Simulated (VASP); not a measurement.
# Ti2O (P-3m1) in VASP: a series of runs

Ti2O is run at these levels: PBEsol; tasks: single point, vibrations by perturbation theory.

Everything below comes from runs of VASP 6.6.1. Logs are shortened: lines on timing, memory, paths and dates and some standing lists are left out, and cuts for length are marked.

### 1 The cell of the first run

The structure is trigonal, space group P-3m1 (No. 164). Conventional cell: a = 2.953 Å, b = 2.953 Å, c = 4.724 Å, α = 90.00°, β = 90.00°, γ = 120.00°. Within 3.1 Å of Ti (site symmetry 3m) lie 3 O at 2.11 Å and 12 Ti at 2.82 to 3.01 Å. Within 2.8 Å of O (site symmetry -3m) lie 6 Ti at 2.11 Å.

### 2 Single point, PBEsol

File POSCAR:

```
Ti2O
1.0
    2.9529519781      0.0000000000      0.0000000000
   -1.4764759890      2.5573314292      0.0000000000
    0.0000000000      0.0000000000      4.7237336599
Ti O
2 1
Direct
    0.6666666667      0.3333333333      0.2626749712
    0.3333333333      0.6666666667      0.7373250288
    0.0000000000      0.0000000000      0.0000000000
```

File INCAR.step1:

```
PREC = Accurate
ENCUT = 520
EDIFF = 1E-6
ISMEAR = 0
SIGMA = 0.1
LREAL = F
LASPH = T
NELM = 80
ALGO = Normal
ISIF = 2
LWAVE = F
LCHARG = T
LMAXMIX = 4
GGA = PS
NBANDS = 22
```

File KPOINTS.step1:

```
regular mesh
0
Gamma
  18 18 10
```

File INCAR.step2:

```
PREC = Accurate
ENCUT = 520
EDIFF = 1E-6
ISMEAR = -5
SIGMA = 0.1
LREAL = F
LASPH = T
NELM = 80
ALGO = Normal
ISIF = 2
LWAVE = F
LCHARG = F
LMAXMIX = 4
GGA = PS
LORBIT = 10
NBANDS = 22
NEDOS = 1001
ICHARG = 11
```

File KPOINTS.step2:

```
regular mesh
0
Gamma
  27 27 15
```

Potentials or basis: VASP PAW PBE potentials, release 64 (Ti_sv, O).

On the command line:

```console
> cat potpaw_PBE.64/Ti_sv/POTCAR potpaw_PBE.64/O/POTCAR > POTCAR
> cp INCAR.step1 INCAR
> cp KPOINTS.step1 KPOINTS
> mpirun -np 1 vasp_std > vasp.out
> cp INCAR.step2 INCAR
> cp KPOINTS.step2 KPOINTS
> mpirun -np 1 vasp_std > vasp.out
```

OUTCAR:

```text
PREC = Accurate
   ENCUT = 520
   EDIFF = 1E-6
   ISMEAR = -5
   LREAL = F
   LASPH = T
   NELM = 80
   ISIF = 2
   GGA = PS
   LORBIT = 10
   ICHARG = 11

 ion  position               nearest neighbor table
   1  0.667  0.333  0.263-   3 2.11   3 2.11   3 2.11   2 2.82   2 2.82   2 2.82
   2  0.333  0.667  0.737-   3 2.11   3 2.11   3 2.11   1 2.82   1 2.82   1 2.82
   3  0.000  0.000  0.000-   1 2.11   2 2.11   2 2.11   1 2.11   1 2.11   2 2.11

  LATTYP: Found a hexagonal cell.
 ALAT       =     2.9529519781
 C/A-ratio  =     1.5996649099

  Lattice vectors:

 A1 = (   2.9529519781,   0.0000000000,   0.0000000000)
 A2 = (  -1.4764759890,   2.5573314292,   0.0000000000)
 A3 = (   0.0000000000,   0.0000000000,   4.7237336599)

Analysis of symmetry for initial positions (statically):
=====================================================================
 Subroutine PRICEL returns:
 Original cell was already a primitive cell.

 Routine SETGRP: Setting up the symmetry group for a
 hexagonal supercell.

 Subroutine GETGRP returns: Found 12 space group operations
 (whereof 12 operations were pure point group operations)
 out of a pool of 24 trial point group operations.

The static configuration has the point symmetry D_3d.

Analysis of symmetry for dynamics (positions and initial velocities):
=====================================================================
 Subroutine PRICEL returns:
 Original cell was already a primitive cell.

 Routine SETGRP: Setting up the symmetry group for a
 hexagonal supercell.

 Subroutine GETGRP returns: Found 12 space group operations
 (whereof 12 operations were pure point group operations)
 out of a pool of 24 trial point group operations.

The dynamic configuration has the point symmetry D_3d.

 Subroutine INISYM returns: Found 12 space group operations
 (whereof 12 operations are pure point group operations),
 and found     1 'primitive' translations

----------------------------------------------------------------------------------------

                                     Primitive cell

  volume of cell :      35.6721

  direct lattice vectors                    reciprocal lattice vectors
     2.952951978  0.000000000  0.000000000     0.338644180  0.195516308  0.000000000
    -1.476475989  2.557331429  0.000000000     0.000000000  0.391032616  0.000000000
     0.000000000  0.000000000  4.723733660     0.000000000  0.000000000  0.211696948

  length of vectors
     2.952951978  2.952951978  4.723733660     0.391032616  0.391032616  0.211696948

  position of ions in fractional coordinates (direct lattice)
     0.666666667  0.333333333  0.262674971
     0.333333333  0.666666667  0.737325029
     0.000000000  0.000000000  0.000000000

  ion indices of the primitive-cell ions
   primitive index   ion index
                 1           1
                 2           2
                 3           3

----------------------------------------------------------------------------------------

 KPOINTS: regular mesh

Automatic generation of k-mesh.
 Grid dimensions read from file:
 generate k-points for:   27   27   15

 Generating k-lattice:

  Cartesian coordinates                     Fractional coordinates (reciprocal lattice)
     0.012542377  0.007241345  0.000000000     0.037037037 -0.000000000  0.000000000
     0.000000000  0.014482689  0.000000000     0.000000000  0.037037037  0.000000000
     0.000000000  0.000000000  0.014113130     0.000000000  0.000000000  0.066666667

  Length of vectors
     0.014482689  0.014482689  0.014113130

  Shift w.r.t. Gamma in fractional coordinates (k-lattice)
     0.000000000  0.000000000  0.000000000

 TETIRR: Found  16224 inequivalent tetrahedra from    65610

 Subroutine IBZKPT returns following result:
 ===========================================

 Found   1027 irreducible k-points:

 Following reciprocal coordinates:
            Coordinates               Weight
  0.000000  0.000000  0.000000      1.000000
  0.037037  0.000000  0.000000      6.000000
  0.074074  0.000000  0.000000      6.000000
  0.111111  0.000000  0.000000      6.000000
  0.148148  0.000000  0.000000      6.000000
  0.185185  0.000000  0.000000      6.000000
[... 16 lines left out ...]
  0.333333  0.037037  0.000000     12.000000
  0.370370  0.037037  0.000000     12.000000
 [... further k-points ...]
   k-points           NKPTS =   1027   k-points in BZ     NKDIM =   1027   number of bands    NBANDS=     22
   number of dos      NEDOS =   1001   number of ions     NIONS =      3
   total plane-waves  NPLWV =  20736
   dimension x,y,z NGX =    24 NGY =   24 NGZ =   36
   dimension x,y,z NGXF=    48 NGYF=   48 NGZF=   72
   ions per type =               2   1
   NGX,Y,Z   is equivalent  to a cutoff of  13.51, 13.51, 12.67 a.u.
   NGXF,Y,Z  is equivalent  to a cutoff of  27.02, 27.02, 25.34 a.u.
 SYSTEM =  unknown system
   PREC   = accura    normal or accurate (medium, high low for compatibility)
   ISTART =      0    job   : 0-new  1-cont  2-samecut
   ICHARG =     11    charge: 1-file 2-atom 10-const
   ISPIN  =      1    spin polarized calculation?
   LNONCOLLINEAR =      F non collinear calculations
   LSORBIT =      F    spin-orbit coupling
   LASPH  =      T    aspherical Exc in radial PAW
   ENCUT  =  520.0 eV  38.22 Ry    6.18 a.u.   5.49  5.49  8.78*2*pi/ulx,y,z
   NELM   =     80;   NELMIN=  2; NELMDL=  0     # of ELM steps
   EDIFF  = 0.1E-05   stopping-criterion for ELM
   LREAL  =      F    real-space projection
   EDIFFG = 0.1E-04   stopping-criterion for IOM
   NSW    =      0    number of steps for IOM
   IBRION =     -1    ionic relax: 0-MD 1-quasi-New 2-CG
   NFREE  =      0    steps in history (QN), initial steepest desc. (CG)
   ISIF   =      2    stress and relaxation
   ISYM   =      2    0-nonsym 1-usesym 2-fastsym
   POTIM  = 0.5000    time-step for ionic-motion
   TEBEG  =    0.0;   TEEND  =   0.0 temperature during run
   PSTRESS=    0.0 pullay stress
   NELECT =      30.0000    total number of electrons
   NUPDOWN=      -1.0000    fix difference up-down
   EMIN   =  10.00;   EMAX   =-10.00  energy-range for DOS
   EFERMI =   0.00;   METHOD = LEGACY
   ISMEAR =    -5;   SIGMA  =   0.10  broadening in eV -4-tet -1-fermi 0-gaus
   EFERMI_NEDOS =   21; number of points for ismear=-14 and -15
   IALGO  =     38    algorithm
   IMIX   =      4    mixing-type and parameters
     AMIX     =   0.40;   BMIX     =  1.00
     AMIX_MAG =   1.60;   BMIX_MAG =  1.00
  volume/ion in A,a.u.               =      11.89        80.24
  Fermi-wavevector in a.u.,A,eV,Ry     =   1.545275  2.920145 32.488990  2.387873
  Thomas-Fermi vector in A             =   2.650676
   LORBIT       =     10    0 simple, 1 ext, 2 COOP (PROOUT), +10 PAW based schemes
   GGA     = PS    functional components
   LHFCALC =     F    Hartree Fock is set to
   AEXX    =    0.0000 exact exchange contribution
   IVDW    =     0    specifies the selected vdW correction
   LEPSILON=     F    determine dielectric tensor
   LRPA    =     F    only Hartree local field effects (RPA)
 non-spin polarized calculation
 Fermi weights with tetrahedron method with Bloechl corrections
  energy-cutoff  :      520.00
  volume of cell :       35.67
 maximum number of plane-waves:       989
 NGX is ok and might be reduce to    24

 number of electron      29.9999997 magnetization

 Free energy of the ion-electron system (eV)
  ---------------------------------------------------
  ext. energy  EPLUGINS =         0.00000000
  ---------------------------------------------------
  free energy    TOTEN  =       -27.61057417 eV

  energy without entropy =      -27.61057417  energy(sigma->0) =      -27.61057417

 E-fermi :  10.0258     XC(G=0): -12.5793

 val. band max:       10.0625186316   @ k =   0.1481   0.0741   0.2000
 cond. band min:       9.9953728819   @ k =   0.2593   0.1481   0.3333
 fundamental gap:     -0.0671457497
 Fermi energy:        10.0258176424

 k-point     1 :       0.0000    0.0000    0.0000
  band No.  band energies     occupation
      1     -46.9413      2.00000
      2     -46.8030      2.00000
      3     -23.7302      2.00000
      4     -23.0389      2.00000
      5     -23.0389      2.00000
      6     -22.9493      2.00000
[... 14 lines left out ...]
     21      11.2120      0.00000
     22      14.1103      0.00000

 k-point     2 :       0.0370    0.0000    0.0000
  band No.  band energies     occupation
      1     -46.9399      2.00000
      2     -46.8024      2.00000
      3     -23.7262      2.00000
      4     -23.0465      2.00000
      5     -23.0414      2.00000
      6     -22.9569      2.00000
[... 14 lines left out ...]
     21      11.3257      0.00000
     22      13.9967      0.00000

 k-point     3 :       0.0741    0.0000    0.0000
  band No.  band energies     occupation
      1     -46.9357      2.00000
      2     -46.8007      2.00000
      3     -23.7142      2.00000
      4     -23.0690      2.00000
      5     -23.0488      2.00000
      6     -22.9794      2.00000
[... 14 lines left out ...]
     21      11.5133      0.00000
     22      13.7668      0.00000
[... 476 lines left out ...]
 k-point    23 :       0.3333    0.0370    0.0000
  band No.  band energies     occupation
      1     -46.8485      2.00000
      2     -46.7755      2.00000
      3     -23.5157      2.00000
      4     -23.4268      2.00000
      5     -23.3402      2.00000
      6     -23.1719      2.00000
[... 14 lines left out ...]
     21      12.8952      0.00000
     22      13.5149      0.00000

 k-point    24 :       0.3704    0.0370    0.0000
  band No.  band energies     occupation
      1     -46.8369      2.00000
      2     -46.7745      2.00000
      3     -23.5562      2.00000
      4     -23.4054      2.00000
      5     -23.3629      2.00000
      6     -23.1856      2.00000
[... 14 lines left out ...]
     21      12.9508      0.00000
     22      13.4039      0.00000

 [... further k-points ...]
[... 5 lines left out ...]
  --------------------------------------------------------------------------------------
  -------------------------------------------------------------------------------------
  Total        0.0682787      0.0682787      0.0643170      0.0000000      0.0000000      0.0000000
  in kB        3.0666681      3.0666681      2.8887352      0.0000000      0.0000000      0.0000000
  external PRESSURE =       3.0073571 kB  Pullay stress =       0.0000000 kB

 VOLUME and BASIS-vectors are now :
 -----------------------------------------------------------------------------
  energy-cutoff  :      520.00
  volume of cell :       35.67
      direct lattice vectors                 reciprocal lattice vectors
     2.952951978  0.000000000  0.000000000     0.338644180  0.195516308  0.000000000
    -1.476475989  2.557331429  0.000000000     0.000000000  0.391032616  0.000000000
     0.000000000  0.000000000  4.723733660     0.000000000  0.000000000  0.211696948

 POSITION                                       TOTAL-FORCE (eV/Angst)
 -----------------------------------------------------------------------------------
      1.47648      0.85244      1.24081         0.000000      0.000000      0.058191
     -0.00000      1.70489      3.48293        -0.000000     -0.000000     -0.058191
      0.00000      0.00000      0.00000        -0.000000      0.000000      0.000000
 -----------------------------------------------------------------------------------
    total drift:                               -0.000000      0.000000      0.000000

  FREE ENERGIE OF THE ION-ELECTRON SYSTEM (eV)
  ---------------------------------------------------
  free  energy   TOTEN  =       -27.6105741688 eV

  energy  without entropy=      -27.6105741688  energy(sigma->0) =      -27.61057417

 total charge

# of ion       s       p       d       tot
------------------------------------------
    1        2.205   6.179   1.942  10.326
    2        2.205   6.179   1.942  10.326
    3        1.554   3.491   0.000   5.045
--------------------------------------------------
tot          5.964  15.849   3.884  25.697
```

Wall time 18 min (1 thread of Intel Xeon 8259CL, shared host); peak memory 0.78 GiB.

Results:

| Property | Result |
| --- | --- |
| Valence electrons inside the program's atomic spheres | Ti 10.33; O 5.04 |

Levels at points of the mesh, in eV from the Fermi level:
```csv
k point,band 13,band 14,band 15,band 16,band 17,band 18
"(0.00, 0.00, 0.00)",-3.66,-0.02,0.18,0.56,0.56,1.03
```

Caveat: the PAW data sets were made with another functional, which shifts forces and pressure a little.

### 3 Vibrations by perturbation theory, PBEsol (12.15 Å³/atom)

This run uses another cell than the first one, of 12.15 Å³/atom.

File INCAR:

```
SYSTEM = Ti2O
  PREC = Accurate
  ENCUT = 600
  EDIFF = 1E-8
  ISMEAR = -1
  SIGMA = 0.15
  LREAL = .False.
  LASPH = .True.
  NELM = 120
  ALGO = Normal
  ISIF = 2
  LWAVE = .False.
  LCHARG = .True.
  GGA = PS
  NBANDS = 22
  IBRION = 8
  NSW = 1
  GGA_COMPAT = .False.
  KPAR = 4
```

File KPOINTS:

```
regular mesh
0
Gamma
  18 18 10
  0 0 0
```

File POSCAR:

```
Ti2O
1.0
    2.9742864288      0.0000000000      0.0000000000
   -1.4871432144      2.5758076055      0.0000000000
    0.0000000000      0.0000000000      4.7560268218
Ti O
2 1
Direct
    0.6666666667      0.3333333333      0.2611522802
    0.3333333333      0.6666666667      0.7388477198
    0.0000000000      0.0000000000      0.0000000000
```

Potentials or basis: VASP PAW PBE potentials, release 64 (Ti_sv, O).

On the command line:

```console
> cat potpaw_PBE.64/Ti_sv/POTCAR potpaw_PBE.64/O/POTCAR > POTCAR
> mpirun -np 4 vasp_std > vasp.out
```

OUTCAR:

```text
SYSTEM = Ti2O
   PREC = Accurate
   ENCUT = 600
   EDIFF = 1E-8
   ISMEAR = -1
   LREAL = .False.
   LASPH = .True.
   NELM = 120
   ISIF = 2
   GGA = PS
   IBRION = 8
   NSW = 1

 ion  position               nearest neighbor table
   1  0.667  0.333  0.261-   3 2.12   3 2.12   3 2.12   2 2.85   2 2.85   2 2.85
   2  0.333  0.667  0.739-   3 2.12   3 2.12   3 2.12   1 2.85   1 2.85   1 2.85
   3  0.000  0.000  0.000-   1 2.12   2 2.12   1 2.12   2 2.12   1 2.12   2 2.12

  LATTYP: Found a hexagonal cell.
[... 869 lines left out ...]
  3X     4.713160    0.000000    0.000000    4.713160    0.000000    0.000000   -9.426321    0.000000    0.000000
  3Y     0.000000    4.713160    0.000000    0.000000    4.713160    0.000000    0.000000   -9.426321    0.000000
  3Z     0.000000    0.000000    6.032887    0.000000    0.000000    6.032887   -0.000000    0.000000  -12.065774

 Eigenvectors and eigenvalues of the dynamical matrix
 ----------------------------------------------------

   1 f  =   14.666206 THz    92.150487 2PiTHz  489.211957 cm-1    60.654525 meV
             X         Y         Z           dx          dy          dz
      1.487143  0.858603  1.242047    -0.000000   -0.000000   -0.267542
     -0.000000  1.717205  3.513980    -0.000000   -0.000000   -0.267542
      0.000000  0.000000  0.000000     0.000000    0.000000    0.925658
[... 43 lines left out ...]
   9 f/i=    0.001117 THz     0.007017 2PiTHz    0.037253 cm-1     0.004619 meV
             X         Y         Z           dx          dy          dz
      1.487143  0.858603  1.242047    -0.551360   -0.352776   -0.000000
     -0.000000  1.717205  3.513980    -0.551360   -0.352776   -0.000000
      0.000000  0.000000  0.000000    -0.318648   -0.203880   -0.000000

--------------------------------------------------------------------------------------------------------

 ELASTIC MODULI CONTR FROM IONIC RELAXATION (kBar)
 Direction    XX          YY          ZZ          XY          YZ          ZX
 --------------------------------------------------------------------------------
 XX        -227.4916   -223.2109    105.4690     -0.0000     14.1736      0.0000
 YY        -223.2109   -227.4916    105.4690     -0.0000    -14.1736      0.0000
 ZZ         105.4690    105.4690    -49.3617      0.0000     -0.0000     -0.0000
 XY          -0.0000     -0.0000      0.0000     -2.1403      0.0000     27.5167
 YZ          14.1736    -14.1736     -0.0000      0.0000    -93.8591     -0.0000
 ZX           0.0000      0.0000     -0.0000     27.5167     -0.0000   -353.7623
 --------------------------------------------------------------------------------
```

stdout:

```text
POSCAR found type information on POSCAR TiO
 POSCAR found :  2 types and       3 ions
 scaLAPACK will be used
 -----------------------------------------------------------------------------
|                                                                             |
|                                                                             |
|     You enforced a specific xc type in the INCAR file but a different       |
|     I HOPE YOU KNOW WHAT YOU ARE DOING!                                     |
|                                                                             |
 -----------------------------------------------------------------------------

 LDA part: xc-table for (Slater+PW92), standard interpolation
 POSCAR, INCAR and KPOINTS ok, starting setup
 FFT: planning ... GRIDC
 FFT: planning ... GRID_SOFT
 FFT: planning ... GRID
 WAVECAR not read
 entering main loop
 Linear response reoptimize wavefunctions to high precision
 Linear response DOF=           4
 Linear response progress:
 first order change of Fermi-energy  -0.10080E-04
 force on displaced ion       1 direction 1 :  -4.436   0.002   0.000
 Linear response progress:
 first order change of Fermi-energy  -0.21638E+00
 force on displaced ion       1 direction 3 :   0.000  -0.000 -10.300
 Linear response progress:
 first order change of Fermi-energy   0.14914E-03
 force on displaced ion       3 direction 1 :  -9.426   0.000   0.000
 Linear response progress:
 first order change of Fermi-energy   0.20441E-03
 force on displaced ion       3 direction 3 :  -0.000  -0.000 -12.066
 Linear response finished
```

Run time: 35 min. Hardware: 4 MPI ranks of Intel Xeon Platinum 8488C (Sapphire Rapids), shared host; peak memory 2.7 GiB.

What came out:

```
Highest phonon frequency at Γ, LO-TO splitting left out : 489 cm⁻¹
```

Phonon frequencies in cm⁻¹ (negative: imaginary):
```tsv
q point	frequencies
(0.000, 0.000, 0.000)	0 0 0 154 154 288 432 432 489
```

Caveat: the cell stands under pressure or tension, which shifts response properties; the PAW data sets were made with another functional, which shifts forces and pressure a little.

(Continued in part 2 of 2.)
